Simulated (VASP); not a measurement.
Write the native input for VASP 6.6.1 that does the following.

* Task: single point
* Functional: PBE
* Potentials or basis: VASP PAW PBE potentials, release 64 (Si, F)
* Cutoff: 520 eV
* k mesh: 4 × 4 × 6
* Occupations: gaussian, width 0.1 eV
* Spin: no spin polarisation
* Dipole correction: no
* Further INCAR settings: ALGO = Normal; EDIFF = 1e-07; NBANDS = 27

The structure of SiF2 lies in POSCAR:

```
SiF2
1.0
    4.1389524243      0.0000000000      0.0000000000
    0.0000000000      5.0515594926      0.0000000000
    0.0000000000      0.0000000000      3.1535230368
Si F
2 4
Direct
    0.0000000000      0.0000000000      0.0000000000
    0.5000000000      0.5000000000      0.5000000000
    0.2004000000      0.3787000000      0.0000000000
    0.7996000000      0.6213000000      0.0000000000
    0.7004000000      0.1213000000      0.5000000000
    0.2996000000      0.8787000000      0.5000000000
```

One way to write it, as run:

INCAR

```
ALGO = Normal ; EDIFF = 1E-7
ENCUT = 520 ; GGA = PE
ISIF = 2 ; ISMEAR = 0
LASPH = T ; LCHARG = F
LREAL = F ; LWAVE = F
NBANDS = 27 ; NELM = 60
PREC = Accurate ; SIGMA = 0.1
```

KPOINTS

```
k-points
0
Gamma
  4 4 6
```

Potentials or basis: VASP PAW PBE potentials, release 64 (Si, F).

Command:

```console
$ cat potpaw_PBE.64/Si/POTCAR potpaw_PBE.64/F/POTCAR > POTCAR
$ mpirun -np 1 vasp_std > vasp.out
```

Results of the run:

```json
{
  "Pressure": "32.6 GPa",
  "Largest force": "1.909 eV/Å",
  "Band gap on the k mesh": "1.15 eV, indirect (least direct gap 2.19 eV)"
}
```

Caveat: forces of over 1 eV/Å act on the atoms, so gaps and moduli don't describe the material at rest.

Run time: 48 s on 1 thread of Intel(R) Xeon(R) Platinum 8488C (Sapphire Rapids), on a shared host, peak memory 0.19 GiB.
